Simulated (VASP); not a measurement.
Crystal: SiO2.

```
CELL_PARAMETERS angstrom
-2.80590 2.80878 2.34521
2.80590 -2.80878 2.34521
2.80590 2.80878 -2.34521
ATOMIC_POSITIONS crystal
Si 0.25000 0.25000 0.00000
Si 0.75000 0.75000 0.00000
O 0.14731 0.85244 0.99975
O 0.64731 0.64756 0.29486
O 0.35269 0.35244 0.70514
O 0.85269 0.14756 0.00025
```

Base run:

| Quantity | Value |
| --- | --- |
| Program | VASP 6.6.1 |
| Functional | r2SCAN |
| Potentials or basis | VASP PAW PBE potentials, release 64 (Si, O) |
| Cutoff | 660 eV |
| k mesh | 8 × 8 × 8 |
| Occupations | gaussian, width 0.01 eV |
| Spin | no spin polarisation |

Its results: band gap on the k mesh 5.71 eV (least direct gap 6.23 eV); pressure 1.0 GPa; largest force 0.023 eV/Å.

Task: The run is repeated on the same cell with these changes: functional from r2SCAN to PBE; cutoff from 660 eV to 600 eV; occupations from gaussian, width 0.01 eV to fermi-dirac, width 0.02 eV. What comes out?

Result: Band gap on the k mesh 4.98 eV (least direct gap 5.49 eV); pressure 6.8 GPa; largest force 0.624 eV/Å.

Caveats: the PAW data sets were made with another functional, which shifts forces and pressure a little (at least some runs); the cell stands under pressure (at least some runs).

A k mesh can miss the band edges.
